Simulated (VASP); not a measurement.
A run of VASP 6.6.1 is set up as follows.

File POSCAR:

```
Te
1.0
    2.3059043427      1.3313144930      1.6909537039
   -2.3059043427      1.3313144930      1.6909537039
    0.0000000000     -2.6626289860      1.6909537039
Te
1
Direct
    0.5000000000      0.5000000000      0.5000000000
```

The input INCAR.step1:

```
SYSTEM = Te
ALGO = Normal ; EDIFF = 1E-4
ENCUT = 520 ; GGA = PE
GGA_COMPAT = .FALSE. ; ISMEAR = 1
LASPH = .TRUE. ; LCHARG = .FALSE.
LREAL = .FALSE. ; LSORBIT = .TRUE.
LWAVE = .TRUE. ; MAGMOM = 0 0 0
NBANDS = 17 ; NELM = 150
PREC = Accurate ; SIGMA = 0.1
```

Contents of INCAR.step2:

```
SYSTEM = Te
ALGO = Normal ; BPARAM = 11.95
CPARAM = 0.0093 ; EDIFF = 1E-6
ENCUT = 520 ; GGA_COMPAT = .FALSE.
ISIF = 2 ; ISMEAR = 1
ISTART = 1 ; IVDW_NL = 2
LASPH = .TRUE. ; LCHARG = .FALSE.
LMIXTAU = .TRUE. ; LORBIT = 11
LORBMOM = .TRUE. ; LREAL = .FALSE.
LSORBIT = .TRUE. ; LUSE_VDW = .TRUE.
LWAVE = .FALSE. ; MAGMOM = 0 0 0
METAGGA = R2SCAN ; NBANDS = 17
NELM = 150 ; PREC = Accurate
SIGMA = 0.1
```

File KPOINTS:

```
k-points
0
G
  9 9 9
  0 0 0
```

Potentials or basis: VASP PAW PBE potentials, release 64 (Te).

Run with:

```console
$ cat potpaw_PBE.64/Te/POTCAR > POTCAR
$ cp INCAR.step1 INCAR
$ mpirun -np 1 vasp_ncl > vasp.out
$ cp INCAR.step2 INCAR
$ mpirun -np 1 vasp_ncl > vasp.out
```

(1) What does it give for the net moment?

(2) Estimate the pressure.

Results:

(1) 0.00 μB per cell.

(2) 1.6 GPa.

Caveat: the PAW data sets were made with another functional, which shifts forces and pressure a little.
